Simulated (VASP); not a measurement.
# Ta2N (P-1) in VASP: notebook

The runs below take Ta2N through single point, with PBEsol.

Program: VASP 6.6.1. These are calculated values, not measurements. Logs are shortened: lines on timing, memory, paths and dates and some standing lists are left out, and cuts for length are marked.

**1. The cell of the first run**

The typed cell holds 3 atoms: a = 3.079 Å, b = 3.125 Å, c = 4.993 Å, α = 90.00°, β = 90.00°, γ = 121.50°.

**2. Single point, PBEsol (engineering shear strain xy -0.0350, normal strain along z +0.0350)**

File INCAR:

```
ALGO = Normal
EDIFF = 1E-7
ENCUT = 520
GGA = PS
ISIF = 2
ISMEAR = 0
LASPH = True
LCHARG = False
LREAL = False
LWAVE = False
NBANDS = 20
NELM = 100
PREC = Accurate
SIGMA = 0.15
```

File KPOINTS:

```
k-points
0
Gamma
  15 15 8
```

File POSCAR:

```
Ta2N
1.0
    3.0782595490     -0.0538695421      0.0000000000
   -1.5857821664      2.6927857399      0.0000000000
    0.0000000000      0.0000000000      4.9927705898
Ta N
2 1
Direct
    0.6666666667      0.3333333333      0.7463700642
    0.3333333333      0.6666666667      0.2536299358
    0.0000000000      0.0000000000      0.0000000000
```

Potentials or basis: VASP PAW PBE potentials, release 64 (Ta_pv, N).

Command:

```
> cat potpaw_PBE.64/Ta_pv/POTCAR potpaw_PBE.64/N/POTCAR > POTCAR
> mpirun -np 1 vasp_std > vasp.out
```

OUTCAR:

```text
EDIFF = 1E-7
   ENCUT = 520
   GGA = PS
   ISIF = 2
   ISMEAR = 0
   LASPH = True
   LREAL = False
   NELM = 100
   PREC = Accurate

 ion  position               nearest neighbor table
   1  0.667  0.333  0.746-   3 2.16   3 2.18   3 2.20   2 3.02   2 3.04   2 3.05   2 3.08   2 3.09
                             2 3.11
   2  0.333  0.667  0.254-   3 2.16   3 2.18   3 2.20   1 3.02   1 3.04   1 3.05   1 3.08   1 3.09
                             1 3.11
   3  0.000  0.000  0.000-   1 2.16   2 2.16   1 2.18   2 2.18   1 2.20   2 2.20

  LATTYP: Found a simple monoclinic cell.
 ALAT       =     3.0317268077
 B/A-ratio  =     1.6468405323
 C/A-ratio  =     1.0155040565
 COS(beta)  =    -0.4769806211

  Lattice vectors:

 A1 = (   1.4924773826,   2.6389161978,   0.0000000000)
 A2 = (   0.0000000000,   0.0000000000,  -4.9927705898)
 A3 = (  -3.0782595490,   0.0538695421,   0.0000000000)

Analysis of symmetry for initial positions (statically):
=====================================================================
 Subroutine PRICEL returns:
 Original cell was already a primitive cell.

 Routine SETGRP: Setting up the symmetry group for a
 simple monoclinic supercell.

 Subroutine GETGRP returns: Found  2 space group operations
 (whereof  2 operations were pure point group operations)
 out of a pool of  4 trial point group operations.

The static configuration has the point symmetry S_2 .

Analysis of symmetry for dynamics (positions and initial velocities):
=====================================================================
 Subroutine PRICEL returns:
 Original cell was already a primitive cell.

 Routine SETGRP: Setting up the symmetry group for a
 simple monoclinic supercell.

 Subroutine GETGRP returns: Found  2 space group operations
 (whereof  2 operations were pure point group operations)
 out of a pool of  4 trial point group operations.

The dynamic configuration has the point symmetry S_2 .

 Subroutine INISYM returns: Found  2 space group operations
 (whereof  2 operations are pure point group operations),
 and found     1 'primitive' translations

----------------------------------------------------------------------------------------

                                     Primitive cell

  volume of cell :      40.9590

  direct lattice vectors                    reciprocal lattice vectors
     3.078259549 -0.053869542  0.000000000     0.328241674  0.193301601  0.000000000
    -1.585782166  2.692785740  0.000000000     0.006566519  0.375229657  0.000000000
     0.000000000  0.000000000  4.992770590     0.000000000  0.000000000  0.200289595

  length of vectors
     3.078730871  3.125028019  4.992770590     0.380930578  0.375287109  0.200289595

  position of ions in fractional coordinates (direct lattice)
     0.666666667  0.333333333  0.746370064
     0.333333333  0.666666667  0.253629936
     0.000000000  0.000000000  0.000000000

  ion indices of the primitive-cell ions
   primitive index   ion index
                 1           1
                 2           2
                 3           3

----------------------------------------------------------------------------------------

 KPOINTS: k-points

Automatic generation of k-mesh.
 Grid dimensions read from file:
 generate k-points for:   15   15    8

 Generating k-lattice:

  Cartesian coordinates                     Fractional coordinates (reciprocal lattice)
     0.021882778  0.012886773  0.000000000     0.066666667  0.000000000  0.000000000
     0.000437768  0.025015310  0.000000000     0.000000000  0.066666667  0.000000000
     0.000000000  0.000000000  0.025036199     0.000000000  0.000000000  0.125000000

  Length of vectors
     0.025395372  0.025019141  0.025036199

  Shift w.r.t. Gamma in fractional coordinates (k-lattice)
     0.000000000  0.000000000  0.000000000

 Subroutine IBZKPT returns following result:
 ===========================================

 Found    901 irreducible k-points:

 Following reciprocal coordinates:
            Coordinates               Weight
  0.000000  0.000000  0.000000      1.000000
  0.066667 -0.000000  0.000000      2.000000
  0.133333 -0.000000  0.000000      2.000000
  0.200000 -0.000000  0.000000      2.000000
  0.266667 -0.000000  0.000000      2.000000
  0.333333 -0.000000  0.000000      2.000000
[... 16 lines left out ...]
 -0.066667  0.066667  0.000000      2.000000
  0.000000  0.133333  0.000000      2.000000
 [... further k-points ...]
   k-points           NKPTS =    901   k-points in BZ     NKDIM =    901   number of bands    NBANDS=     20
   number of dos      NEDOS =    301   number of ions     NIONS =      3
   total plane-waves  NPLWV =  23040
   dimension x,y,z NGX =    24 NGY =   24 NGZ =   40
   dimension x,y,z NGXF=    48 NGYF=   48 NGZF=   80
   ions per type =               2   1
   NGX,Y,Z   is equivalent  to a cutoff of  12.96, 12.77, 13.32 a.u.
   NGXF,Y,Z  is equivalent  to a cutoff of  25.92, 25.54, 26.64 a.u.
 SYSTEM =  unknown system
   PREC   = accura    normal or accurate (medium, high low for compatibility)
   ISTART =      0    job   : 0-new  1-cont  2-samecut
   ICHARG =      2    charge: 1-file 2-atom 10-const
   ISPIN  =      1    spin polarized calculation?
   LNONCOLLINEAR =      F non collinear calculations
   LSORBIT =      F    spin-orbit coupling
   LASPH  =      T    aspherical Exc in radial PAW
   ENCUT  =  520.0 eV  38.22 Ry    6.18 a.u.   5.72  5.81  9.28*2*pi/ulx,y,z
   NELM   =    100;   NELMIN=  2; NELMDL= -5     # of ELM steps
   EDIFF  = 0.1E-06   stopping-criterion for ELM
   LREAL  =      F    real-space projection
   EDIFFG = 0.1E-05   stopping-criterion for IOM
   NSW    =      0    number of steps for IOM
   IBRION =     -1    ionic relax: 0-MD 1-quasi-New 2-CG
   NFREE  =      0    steps in history (QN), initial steepest desc. (CG)
   ISIF   =      2    stress and relaxation
   ISYM   =      2    0-nonsym 1-usesym 2-fastsym
   POTIM  = 0.5000    time-step for ionic-motion
   TEBEG  =    0.0;   TEEND  =   0.0 temperature during run
   PSTRESS=    0.0 pullay stress
   NELECT =      27.0000    total number of electrons
   NUPDOWN=      -1.0000    fix difference up-down
   EMIN   =  10.00;   EMAX   =-10.00  energy-range for DOS
   EFERMI =   0.00;   METHOD = LEGACY
   ISMEAR =     0;   SIGMA  =   0.15  broadening in eV -4-tet -1-fermi 0-gaus
   EFERMI_NEDOS =   21; number of points for ismear=-14 and -15
   IALGO  =     38    algorithm
   IMIX   =      4    mixing-type and parameters
     AMIX     =   0.40;   BMIX     =  1.00
     AMIX_MAG =   1.60;   BMIX_MAG =  1.00
  volume/ion in A,a.u.               =      13.65        92.14
  Fermi-wavevector in a.u.,A,eV,Ry     =   1.424775  2.692434 27.619594  2.029983
  Thomas-Fermi vector in A             =   2.545230
   LORBIT       =      0    0 simple, 1 ext, 2 COOP (PROOUT), +10 PAW based schemes
   GGA     = PS    functional components
   LHFCALC =     F    Hartree Fock is set to
   AEXX    =    0.0000 exact exchange contribution
   IVDW    =     0    specifies the selected vdW correction
   LEPSILON=     F    determine dielectric tensor
   LRPA    =     F    only Hartree local field effects (RPA)
 non-spin polarized calculation
 Gauss-broadening in eV      SIGMA  =   0.15
  energy-cutoff  :      520.00
  volume of cell :       40.96
 maximum number of plane-waves:      1120
   NGX = 11   NGY = 11   NGZ = 19

 number of electron      27.0000001 magnetization

 Free energy of the ion-electron system (eV)
  ---------------------------------------------------
  ext. energy  EPLUGINS =         0.00000000
  ---------------------------------------------------
  free energy    TOTEN  =       -36.41835848 eV

  energy without entropy =      -36.40306856  energy(sigma->0) =      -36.41071352

 E-fermi :   7.2535     XC(G=0): -12.9628

 val. band max:        7.2530654092   @ k =   0.0000   0.2667   0.3750
 cond. band min:       7.2569395207   @ k =   0.2000  -0.2000   0.3750
 fundamental gap:      0.0038741115
 Fermi energy:         7.2534771821

 k-point     1 :       0.0000    0.0000    0.0000
  band No.  band energies     occupation
      1     -28.3610      2.00000
      2     -27.6396      2.00000
      3     -27.5855      2.00000
      4     -27.5374      2.00000
      5     -27.4834      2.00000
      6     -27.4706      2.00000
[... 12 lines left out ...]
     19       8.6837      0.00000
     20      12.1009      0.00000

 k-point     2 :       0.0667   -0.0000    0.0000
  band No.  band energies     occupation
      1     -28.3473      2.00000
      2     -27.6516      2.00000
      3     -27.6163      2.00000
      4     -27.5429      2.00000
      5     -27.5124      2.00000
      6     -27.4741      2.00000
[... 12 lines left out ...]
     19       8.8747      0.00000
     20      12.1555      0.00000

 k-point     3 :       0.1333   -0.0000    0.0000
  band No.  band energies     occupation
      1     -28.3076      2.00000
      2     -27.7105      2.00000
      3     -27.6754      2.00000
      4     -27.6055      2.00000
      5     -27.5470      2.00000
      6     -27.4856      2.00000
[... 12 lines left out ...]
     19       9.8250      0.00000
     20      12.0618      0.00000

 k-point     4 :       0.2000   -0.0000    0.0000
  band No.  band energies     occupation
      1     -28.2461      2.00000
      2     -27.8377      2.00000
      3     -27.7273      2.00000
      4     -27.7172      2.00000
      5     -27.5672      2.00000
      6     -27.5067      2.00000
[... 12 lines left out ...]
     19      10.9076      0.00000
     20      11.8026      0.00000

 k-point     5 :       0.2667   -0.0000    0.0000
  band No.  band energies     occupation
      1     -28.1713      2.00000
      2     -27.9829      2.00000
      3     -27.8575      2.00000
      4     -27.7647      2.00000
      5     -27.5910      2.00000
      6     -27.5381      2.00000
[... 12 lines left out ...]
     19      11.4085      0.00000
     20      12.1111      0.00000

 k-point     6 :       0.3333   -0.0000    0.0000
  band No.  band energies     occupation
      1     -28.1487      2.00000
      2     -28.0622      2.00000
      3     -27.9765      2.00000
      4     -27.8070      2.00000
      5     -27.6147      2.00000
      6     -27.5793      2.00000
[... 12 lines left out ...]
     19      11.3308      0.00000
     20      12.5803      0.00000

 k-point     7 :       0.4000   -0.0000    0.0000
  band No.  band energies     occupation
      1     -28.2451      2.00000
      2     -28.0759      2.00000
      3     -27.9846      2.00000
      4     -27.8392      2.00000
      5     -27.6340      2.00000
      6     -27.6261      2.00000
[... 12 lines left out ...]
     19      11.3078      0.00000
     20      12.1950      0.00000
[... 277 lines left out ...]
 k-point    20 :      -0.2667    0.0667    0.0000
  band No.  band energies     occupation
      1     -28.2037      2.00000
      2     -27.9076      2.00000
      3     -27.8329      2.00000
      4     -27.7147      2.00000
      5     -27.5872      2.00000
      6     -27.5248      2.00000
[... 12 lines left out ...]
     19      11.3843      0.00000
     20      11.7808      0.00000

 k-point    21 :      -0.2000    0.0667    0.0000
  band No.  band energies     occupation
      1     -28.2722      2.00000
      2     -27.7800      2.00000
      3     -27.7401      2.00000
      4     -27.6396      2.00000
      5     -27.5546      2.00000
      6     -27.4985      2.00000
[... 12 lines left out ...]
     19      10.5386      0.00000
     20      11.8630      0.00000

 k-point    22 :      -0.1333    0.0667    0.0000
  band No.  band energies     occupation
      1     -28.3224      2.00000
      2     -27.7060      2.00000
      3     -27.6438      2.00000
      4     -27.5903      2.00000
      5     -27.5143      2.00000
      6     -27.4821      2.00000
[... 12 lines left out ...]
     19       9.5628      0.00000
     20      12.0414      0.00000

 k-point    23 :      -0.0667    0.0667    0.0000
  band No.  band energies     occupation
      1     -28.3485      2.00000
      2     -27.6664      2.00000
      3     -27.5961      2.00000
      4     -27.5632      2.00000
      5     -27.4871      2.00000
      6     -27.4746      2.00000
[... 12 lines left out ...]
     19       8.9873      0.00000
     20      12.0776      0.00000

 k-point    24 :       0.0000    0.1333    0.0000
  band No.  band energies     occupation
      1     -28.3098      2.00000
      2     -27.7270      2.00000
      3     -27.6536      2.00000
      4     -27.6177      2.00000
      5     -27.5226      2.00000
      6     -27.4861      2.00000
[... 12 lines left out ...]
     19       9.7743      0.00000
     20      11.9863      0.00000

 [... further k-points ...]

------------------------ aborting loop because EDIFF is reached ----------------------------------------

  FORCE on cell =-STRESS in cart. coord.  units (eV):
  Direction    XX          YY          ZZ          XY          YZ          ZX
  --------------------------------------------------------------------------------------
  -------------------------------------------------------------------------------------
  Total       -1.6573972     -1.6707420     -3.4027207      1.2798395     -0.0158795     -0.4610920
  in kB      -64.8317117    -65.3537143   -133.1028024     50.0629477     -0.6211531    -18.0363431
  external PRESSURE =     -87.7627428 kB  Pullay stress =       0.0000000 kB

 VOLUME and BASIS-vectors are now :
 -----------------------------------------------------------------------------
  energy-cutoff  :      520.00
  volume of cell :       40.96
      direct lattice vectors                 reciprocal lattice vectors
     3.078259549 -0.053869542  0.000000000     0.328241674  0.193301601  0.000000000
    -1.585782166  2.692785740  0.000000000     0.006566519  0.375229657  0.000000000
     0.000000000  0.000000000  4.992770590     0.000000000  0.000000000  0.200289595

 POSITION                                       TOTAL-FORCE (eV/Angst)
 -----------------------------------------------------------------------------------
      1.52358      0.86168      3.72645         0.057948     -0.002463     -0.115406
     -0.03110      1.77723      1.26632        -0.057948      0.002463      0.115406
      0.00000      0.00000      0.00000         0.000000      0.000000      0.000000
 -----------------------------------------------------------------------------------
    total drift:                                0.000000     -0.000000      0.000000

  FREE ENERGIE OF THE ION-ELECTRON SYSTEM (eV)
  ---------------------------------------------------
  free  energy   TOTEN  =       -36.4183584794 eV

  energy  without entropy=      -36.4030685645  energy(sigma->0) =      -36.41071352
```

Run time: 3.5 min. Hardware: 1 thread of Intel Xeon 6975P-C (Granite Rapids), shared host; peak memory 0.7 GiB.

Results:

```yaml
Free_energy: -36.4184 eV
Pressure: -8.8 GPa
Largest_force: 0.129 eV/Å
Band_gap_on_the_k_mesh: zero (an odd number of electrons rules out a gap without spin polarisation)
```

Forces on the atoms (eV/Å):
```
Ta   0.058 -0.002 -0.115
Ta  -0.058  0.002  0.115
N    0.000  0.000  0.000
```

Caveat: the cell differs from its parent crystal (engineering shear strain xy -0.0350, normal strain along z +0.0350); the stress differs along the axes, from -13 to -6 GPa; the PAW data sets were made with another functional, which shifts forces and pressure a little; spin-orbit coupling is left out, which moves the levels of the heavy elements.

[end of part 1 of 3]
